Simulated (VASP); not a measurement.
# BaAu2 (P6/mmm) in VASP: further runs

BaAu2 is run at these levels: LDA; tasks: single point, relaxation of cell and atoms.

Everything below comes from runs of VASP 6.6.1. Logs are shortened: lines on timing, memory, paths and dates and some standing lists are left out, and cuts for length are marked.

## (1) The cell of the first run

It takes space group P6/mmm (No. 191, hexagonal). The conventional cell has a = 4.729 Å, b = 4.729 Å, c = 4.048 Å, α = 90.00°, β = 90.00°, γ = 120.00°. Within 4.5 Å of Ba (site symmetry 6/mmm) lie 12 Au at 3.40 Å and 2 Ba at 4.05 Å. Au (site symmetry -6m2) has 3 Au at 2.73 Å and 6 Ba at 3.40 Å within 3.6 Å.

## (2) Single point, LDA

Input file INCAR:

```
SYSTEM = BaAu2
PREC = Accurate
ENCUT = 520
EDIFF = 1E-6
ISMEAR = -1
SIGMA = 0.15
LREAL = .False.
LASPH = .True.
NELM = 100
ALGO = Fast
ISIF = 2
LWAVE = .False.
LCHARG = .False.
NBANDS = 23
```

Input file KPOINTS:

```
Automatic mesh
0
Gamma
  12 12 10
  0 0 0
```

Input file POSCAR:

```
BaAu2
1.0
    4.7288611346      0.0000000000      0.0000000000
   -2.3644305673      4.0953138735      0.0000000000
    0.0000000000      0.0000000000      4.0478724610
Ba Au
1 2
Direct
    0.0000000000      0.0000000000      0.0000000000
    0.3333333333      0.6666666667      0.5000000000
    0.6666666667      0.3333333333      0.5000000000
```

Potentials or basis: VASP PAW LDA potentials, release 64 (Ba_sv, Au).

The run is started by

```sh
$ cat potpaw_LDA.64/Ba_sv/POTCAR potpaw_LDA.64/Au/POTCAR > POTCAR
$ mpirun -np 1 vasp_std > vasp.out
```

OUTCAR:

```text
SYSTEM = BaAu2
   PREC = Accurate
   ENCUT = 520
   EDIFF = 1E-6
   ISMEAR = -1
   LREAL = .False.
   LASPH = .True.
   NELM = 100
   ISIF = 2

 ion  position               nearest neighbor table
   1  0.000  0.000  0.000-   2 3.40   3 3.40   2 3.40   3 3.40   2 3.40   2 3.40   3 3.40   3 3.40
                             3 3.40   3 3.40   2 3.40   2 3.40
   2  0.333  0.667  0.500-   3 2.73   3 2.73   3 2.73   1 3.40   1 3.40   1 3.40   1 3.40   1 3.40
                             1 3.40
   3  0.667  0.333  0.500-   2 2.73   2 2.73   2 2.73   1 3.40   1 3.40   1 3.40   1 3.40   1 3.40
                             1 3.40

  LATTYP: Found a hexagonal cell.
 ALAT       =     4.7288611346
 C/A-ratio  =     0.8559930913

  Lattice vectors:

 A1 = (   4.7288611346,   0.0000000000,   0.0000000000)
 A2 = (  -2.3644305673,   4.0953138735,   0.0000000000)
 A3 = (   0.0000000000,   0.0000000000,   4.0478724610)

Analysis of symmetry for initial positions (statically):
=====================================================================
 Subroutine PRICEL returns:
 Original cell was already a primitive cell.

 Routine SETGRP: Setting up the symmetry group for a
 hexagonal supercell.

 Subroutine GETGRP returns: Found 24 space group operations
 (whereof 24 operations were pure point group operations)
 out of a pool of 24 trial point group operations.

The static configuration has the point symmetry D_6h.

Analysis of symmetry for dynamics (positions and initial velocities):
=====================================================================
 Subroutine PRICEL returns:
 Original cell was already a primitive cell.

 Routine SETGRP: Setting up the symmetry group for a
 hexagonal supercell.

 Subroutine GETGRP returns: Found 24 space group operations
 (whereof 24 operations were pure point group operations)
 out of a pool of 24 trial point group operations.

The dynamic configuration has the point symmetry D_6h.

 Subroutine INISYM returns: Found 24 space group operations
 (whereof 24 operations are pure point group operations),
 and found     1 'primitive' translations

----------------------------------------------------------------------------------------

                                     Primitive cell

  volume of cell :      78.3918

  direct lattice vectors                    reciprocal lattice vectors
     4.728861135  0.000000000  0.000000000     0.211467407  0.122090764  0.000000000
    -2.364430567  4.095313874  0.000000000     0.000000000  0.244181528  0.000000000
     0.000000000  0.000000000  4.047872461     0.000000000  0.000000000  0.247043357

  length of vectors
     4.728861135  4.728861135  4.047872461     0.244181528  0.244181528  0.247043357

  position of ions in fractional coordinates (direct lattice)
     0.000000000  0.000000000  0.000000000
     0.333333333  0.666666667  0.500000000
     0.666666667  0.333333333  0.500000000

  ion indices of the primitive-cell ions
   primitive index   ion index
                 1           1
                 2           2
                 3           3

----------------------------------------------------------------------------------------

 KPOINTS: Automatic mesh

Automatic generation of k-mesh.
 Grid dimensions read from file:
 generate k-points for:   12   12   10

 Generating k-lattice:

  Cartesian coordinates                     Fractional coordinates (reciprocal lattice)
     0.017622284  0.010174230  0.000000000     0.083333333 -0.000000000  0.000000000
     0.000000000  0.020348461  0.000000000     0.000000000  0.083333333  0.000000000
     0.000000000  0.000000000  0.024704336     0.000000000  0.000000000  0.100000000

  Length of vectors
     0.020348461  0.020348461  0.024704336

  Shift w.r.t. Gamma in fractional coordinates (k-lattice)
     0.000000000  0.000000000  0.000000000

 Subroutine IBZKPT returns following result:
 ===========================================

 Found    114 irreducible k-points:

 Following reciprocal coordinates:
            Coordinates               Weight
  0.000000  0.000000  0.000000      1.000000
  0.083333  0.000000  0.000000      6.000000
  0.166667  0.000000  0.000000      6.000000
  0.250000  0.000000  0.000000      6.000000
  0.333333  0.000000  0.000000      6.000000
  0.416667  0.000000  0.000000      6.000000
[... 16 lines left out ...]
  0.250000  0.000000  0.100000     12.000000
  0.333333  0.000000  0.100000     12.000000
 [... further k-points ...]
   k-points           NKPTS =    114   k-points in BZ     NKDIM =    114   number of bands    NBANDS=     23
   number of dos      NEDOS =    301   number of ions     NIONS =      3
   total plane-waves  NPLWV =  38880
   dimension x,y,z NGX =    36 NGY =   36 NGZ =   30
   dimension x,y,z NGXF=    72 NGYF=   72 NGZF=   60
   ions per type =               1   2
   NGX,Y,Z   is equivalent  to a cutoff of  12.66, 12.66, 12.32 a.u.
   NGXF,Y,Z  is equivalent  to a cutoff of  25.31, 25.31, 24.64 a.u.
 SYSTEM =  BaAu2
   PREC   = accura    normal or accurate (medium, high low for compatibility)
   ISTART =      0    job   : 0-new  1-cont  2-samecut
   ICHARG =      2    charge: 1-file 2-atom 10-const
   ISPIN  =      1    spin polarized calculation?
   LNONCOLLINEAR =      F non collinear calculations
   LSORBIT =      F    spin-orbit coupling
   LASPH  =      T    aspherical Exc in radial PAW
   ENCUT  =  520.0 eV  38.22 Ry    6.18 a.u.   8.79  8.79  7.53*2*pi/ulx,y,z
   NELM   =    100;   NELMIN=  2; NELMDL= -5     # of ELM steps
   EDIFF  = 0.1E-05   stopping-criterion for ELM
   LREAL  =      F    real-space projection
   EDIFFG = 0.1E-04   stopping-criterion for IOM
   NSW    =      0    number of steps for IOM
   IBRION =     -1    ionic relax: 0-MD 1-quasi-New 2-CG
   NFREE  =      0    steps in history (QN), initial steepest desc. (CG)
   ISIF   =      2    stress and relaxation
   ISYM   =      2    0-nonsym 1-usesym 2-fastsym
   POTIM  = 0.5000    time-step for ionic-motion
   TEBEG  =    0.0;   TEEND  =   0.0 temperature during run
   PSTRESS=    0.0 pullay stress
   NELECT =      32.0000    total number of electrons
   NUPDOWN=      -1.0000    fix difference up-down
   EMIN   =  10.00;   EMAX   =-10.00  energy-range for DOS
   EFERMI =   0.00;   METHOD = LEGACY
   ISMEAR =    -1;   SIGMA  =   0.15  broadening in eV -4-tet -1-fermi 0-gaus
   EFERMI_NEDOS =   21; number of points for ismear=-14 and -15
   IALGO  =     68    algorithm
   IMIX   =      4    mixing-type and parameters
     AMIX     =   0.40;   BMIX     =  1.00
     AMIX_MAG =   1.60;   BMIX_MAG =  1.00
  volume/ion in A,a.u.               =      26.13       176.34
  Fermi-wavevector in a.u.,A,eV,Ry     =   1.214417  2.294916 20.066002  1.474810
  Thomas-Fermi vector in A             =   2.349838
   LORBIT       =      0    0 simple, 1 ext, 2 COOP (PROOUT), +10 PAW based schemes
   GGA     = CA    functional components
   LHFCALC =     F    Hartree Fock is set to
   AEXX    =    0.0000 exact exchange contribution
   IVDW    =     0    specifies the selected vdW correction
   LEPSILON=     F    determine dielectric tensor
   LRPA    =     F    only Hartree local field effects (RPA)
 non-spin polarized calculation
 RMM-DIIS sequential band-by-band and
  energy-cutoff  :      520.00
  volume of cell :       78.39
 maximum number of plane-waves:      2133
 NGX is ok and might be reduce to    36
   NGX = 17   NGY = 17   NGZ = 15

 number of electron      32.0000000 magnetization

 Free energy of the ion-electron system (eV)
  ---------------------------------------------------
  ext. energy  EPLUGINS =         0.00000000
  ---------------------------------------------------
  free energy    TOTEN  =       -13.13599006 eV

  energy without entropy =      -13.05783479  energy(sigma->0) =      -13.09691242

 E-fermi :   5.3620     XC(G=0): -10.6743

 val. band max:        5.3590704331   @ k =   0.2500   0.2500   0.0000
 cond. band min:       5.3731202672   @ k =   0.1667   0.0833   0.3000
 fundamental gap:      0.0140498341
 Fermi energy:         5.3620423073

 k-point     1 :       0.0000    0.0000    0.0000
  band No.  band energies     occupation
      1     -22.3425      2.00000
      2      -7.6019      2.00000
      3      -7.6019      2.00000
      4      -7.3918      2.00000
      5      -1.7888      2.00000
      6       0.1329      2.00000
[... 15 lines left out ...]
     22      10.5601      0.00000
     23      13.6408      0.00000

 k-point     2 :       0.0833    0.0000    0.0000
  band No.  band energies     occupation
      1     -22.3412      2.00000
      2      -7.6307      2.00000
      3      -7.6049      2.00000
      4      -7.3922      2.00000
      5      -1.6883      2.00000
      6       0.1675      2.00000
[... 15 lines left out ...]
     22      11.1253      0.00000
     23      12.7057      0.00000

 k-point     3 :       0.1667    0.0000    0.0000
  band No.  band energies     occupation
      1     -22.3376      2.00000
      2      -7.7059      2.00000
      3      -7.6129      2.00000
      4      -7.3936      2.00000
      5      -1.4079      2.00000
      6       0.2218      2.00000
[... 15 lines left out ...]
     22      11.6351      0.00000
     23      12.0904      0.00000
[... 495 lines left out ...]
 k-point    23 :       0.2500    0.0000    0.1000
  band No.  band energies     occupation
      1     -22.3276      2.00000
      2      -7.7889      2.00000
      3      -7.6176      2.00000
      4      -7.4761      2.00000
      5      -0.9711      2.00000
      6       0.0057      2.00000
[... 15 lines left out ...]
     22      11.2620      0.00000
     23      11.9108      0.00000

 k-point    24 :       0.3333    0.0000    0.1000
  band No.  band energies     occupation
      1     -22.3228      2.00000
      2      -7.8743      2.00000
      3      -7.6297      2.00000
      4      -7.4739      2.00000
      5      -0.6317      2.00000
      6      -0.1818      2.00000
[... 15 lines left out ...]
     22      11.5137      0.00000
     23      11.7508      0.00000

 [... further k-points ...]

------------------------ aborting loop because EDIFF is reached ----------------------------------------

  FORCE on cell =-STRESS in cart. coord.  units (eV):
  Direction    XX          YY          ZZ          XY          YZ          ZX
  --------------------------------------------------------------------------------------
  -------------------------------------------------------------------------------------
  Total        0.3814586      0.3814586      0.3975076      0.0000000      0.0000000      0.0000000
  in kB        7.7962796      7.7962796      8.1242910      0.0000000      0.0000000      0.0000000
  external PRESSURE =       7.9056167 kB  Pullay stress =       0.0000000 kB

 VOLUME and BASIS-vectors are now :
 -----------------------------------------------------------------------------
  energy-cutoff  :      520.00
  volume of cell :       78.39
      direct lattice vectors                 reciprocal lattice vectors
     4.728861135  0.000000000  0.000000000     0.211467407  0.122090764  0.000000000
    -2.364430567  4.095313874  0.000000000     0.000000000  0.244181528  0.000000000
     0.000000000  0.000000000  4.047872461     0.000000000  0.000000000  0.247043357

 POSITION                                       TOTAL-FORCE (eV/Angst)
 -----------------------------------------------------------------------------------
      0.00000      0.00000      0.00000         0.000000      0.000000     -0.000000
     -0.00000      2.73021      2.02394        -0.000000     -0.000000      0.000000
      2.36443      1.36510      2.02394         0.000000      0.000000     -0.000000
 -----------------------------------------------------------------------------------
    total drift:                                0.000000     -0.000000     -0.000000

  FREE ENERGIE OF THE ION-ELECTRON SYSTEM (eV)
  ---------------------------------------------------
  free  energy   TOTEN  =       -13.1359900609 eV

  energy  without entropy=      -13.0578347880  energy(sigma->0) =      -13.09691242
```

It took 2.2 min on 1 thread of Oxide Virtual Turin-like, shared host; peak memory 0.28 GiB.

Results:

- Free energy: -13.1360 eV
- Pressure: 0.8 GPa
- Band gap on the k mesh: zero (bands 16 and 17 overlap by 2.33 eV)

Levels at points of the mesh, in eV from the Fermi level:
```
           k point  band 12  band 13  band 14  band 15  band 16  band 17  band 18  band 19  band 20  band 21
(0.00, 0.00, 0.00)    -4.19    -3.85    -3.54    -3.54     0.94     0.94     1.77     3.29     4.10     5.20
(0.50, 0.00, 0.00)    -3.84    -3.49    -3.20    -3.01    -1.83     1.91     2.00     2.62     4.57     4.61
(0.00, 0.00, 0.50)    -3.37    -3.32    -3.32    -3.18    -1.95     3.63     3.63     4.01     4.01     4.46
(0.50, 0.00, 0.50)    -3.48    -3.36    -2.94    -2.19    -1.42    -0.07     0.30     1.56     5.22     5.83
```

Caveat: spin-orbit coupling is left out, which moves the levels of the heavy elements.

## (3) Relaxation of cell and atoms, LDA

Input file INCAR:

```
PREC = Accurate
ENCUT = 600
EDIFF = 1E-7
ISMEAR = -1
SIGMA = 0.15
LREAL = F
LASPH = T
NELM = 60
ALGO = Fast
ISIF = 3
LWAVE = F
LCHARG = F
IBRION = 2
NSW = 80
EDIFFG = -0.001
```

Input file KPOINTS:

```
Automatic mesh
0
Gamma
  12 12 10
```

Input file POSCAR:

```
BaAu2
1.0
    4.7350497935      0.0000000000      0.0000000000
   -2.3675248967      4.1006734093      0.0000000000
    0.0000000000      0.0000000000      4.0327922488
Ba Au
1 2
Direct
    0.0000000000      0.0000000000      0.0000000000
    0.3333333333      0.6666666667      0.5000000000
    0.6666666667      0.3333333333      0.5000000000
```

Potentials or basis: VASP PAW LDA potentials, release 64 (Ba_sv, Au).

The run is started by

```sh
$ cat potpaw_LDA.64/Ba_sv/POTCAR potpaw_LDA.64/Au/POTCAR > POTCAR
$ mpirun -np 1 vasp_std > vasp.out
```

Run time: 15 min. Hardware: 1 thread of Oxide Virtual Turin-like, shared host; peak memory 0.33 GiB.

The run converged. Its results:

| Item | Value |
| --- | --- |
| Free energy | -13.1393 eV |
| Relaxed volume | 26.56 Å³/atom |
| Relaxed cell | a = 4.734 Å, b = 4.734 Å, c = 4.106 Å, α = 90.00°, β = 90.00°, γ = 120.00° |
| Space group after relaxing (to 0.1 Å) | P6/mmm (No. 191) |
| Energy gained by relaxing | 1.3 meV/atom |
| Ionic steps | 6 |
| Pressure after relaxing | 0.0 GPa |
| Band gap on the k mesh | zero (bands 16 and 17 overlap by 2.22 eV) |

The path:
| step | energy change (eV) | largest force (eV/Å) | pressure (GPa) | volume (Å³) |
| --- | --- | --- | --- | --- |
| 1 | 0.0000 | 0.0000 | 0.79 | 78.30 |
| 2 | -0.0018 | 0.0000 | -0.45 | 79.78 |
| 3 | -0.0024 | 0.0000 | -0.03 | 79.27 |
| 4 | -0.0032 | 0.0000 | -0.03 | 79.38 |
| 5 | -0.0040 | 0.0000 | 0.00 | 79.67 |
| 6 | -0.0040 | 0.0000 | 0.00 | 79.68 |

Final structure:
```
CELL_PARAMETERS angstrom
4.73376 0.00000 0.00000
-2.36688 4.09956 0.00000
0.00000 0.00000 4.10587
ATOMIC_POSITIONS crystal
Ba 0.00000 0.00000 0.00000
Au 0.33333 0.66667 0.50000
Au 0.66667 0.33333 0.50000
```

Levels at points of the mesh, in eV from the Fermi level:
| k point | band 12 | band 13 | band 14 | band 15 | band 16 | band 17 | band 18 | band 19 | band 20 |
| --- | --- | --- | --- | --- | --- | --- | --- | --- | --- |
| (0.00, 0.00, 0.00) | -4.17 | -3.80 | -3.52 | -3.52 | 0.99 | 0.99 | 1.79 | 3.32 | 3.91 |
| (0.50, 0.00, 0.00) | -3.82 | -3.46 | -3.18 | -2.97 | -1.82 | 1.93 | 1.99 | 2.51 | 4.56 |
| (0.00, 0.00, 0.50) | -3.42 | -3.30 | -3.30 | -3.19 | -1.94 | 3.62 | 3.62 | 3.92 | 3.92 |
| (0.50, 0.00, 0.50) | -3.48 | -3.32 | -2.91 | -2.16 | -1.48 | -0.02 | 0.30 | 1.54 | 5.17 |

Caveat: spin-orbit coupling is left out, which moves the levels of the heavy elements.
